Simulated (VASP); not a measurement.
The system is SnO2.

```xyz
6
Lattice="4.7714 0.0000 0.0000 0.0000 4.7714 0.0000 0.0000 0.0000 3.2166" Properties=species:S:1:pos:R:3 pbc="T T T"
Sn    0.0000    0.0000    0.0000
Sn    2.3857    2.3857    1.6083
O     1.4613    1.4613    0.0000
O     0.9244    3.8470    1.6083
O     3.3101    3.3101    0.0000
O     3.8470    0.9244    1.6083
```

Base run:

* Program: VASP 6.6.1
* Functional: PBE
* Potentials or basis: VASP PAW PBE potentials, release 64 (Sn_d, O)
* Cutoff: 520 eV
* k mesh: 6 × 6 × 8
* Occupations: gaussian, width 0.03 eV
* Spin: no spin polarisation

Its results: band gap on the k mesh 0.98 eV; pressure 6.3 GPa; largest force 0.061 eV/Å.

The run is repeated on the same cell with these changes: functional from PBE to r2SCAN. What comes out?

Band gap on the k mesh 1.68 eV; pressure -1.0 GPa; largest force 0.039 eV/Å.

Caveats: spin-orbit coupling is left out, which moves the levels of the heavy elements; the cell stands under pressure (at least some runs); the PAW data sets were made with another functional, which shifts forces and pressure a little (at least some runs).
